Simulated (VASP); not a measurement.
Runs of VASP 6.6.1 on SiC (Moissanite). The structure is that of space group P6_3mc (No. 186), or close to it. The cells are those of the table. 

```tsv
cell	gap on the mesh (eV)	pressure (GPa)	largest force (eV/Å)
a = 3.151, b = 3.151, c = 5.171 Å, angles 90.0, 90.0, 120.0°, 4 atoms	2.45	-10.7	0.65
a = 3.175, b = 3.175, c = 5.211 Å, angles 90.0, 90.0, 120.0°, 4 atoms	2.42	-14.4	0.62
a = 3.101, b = 3.101, c = 5.090 Å, angles 90.0, 90.0, 120.0°, 4 atoms	2.37	-1.8	0.71
a = 3.126, b = 3.126, c = 5.131 Å, angles 90.0, 90.0, 120.0°, 4 atoms	2.41	(b)	(c)
a = 2.970, b = 2.970, c = 4.874 Å, angles 90.0, 90.0, 120.0°, 4 atoms	2.12	32.7	0.93
a = 2.997, b = 2.997, c = 4.919 Å, angles 90.0, 90.0, 120.0°, 4 atoms	2.18	24.0	0.88
a = 3.050, b = 3.050, c = 5.006 Å, angles 90.0, 90.0, 120.0°, 4 atoms	2.28	(a)	0.79
```

Alike in all rows: task single point; level PBE; potentials or basis VASP PAW PBE potentials, release 64 (Si, C); no spin polarisation; k mesh 12 × 12 × 4; cutoff (eV) 600; smearing gaussian 0.01 eV.

Question: Fill in the values left out.

Answer: (a) 9.5; (b) -6.6; (c) 0.68.

A k mesh can miss the band edges.
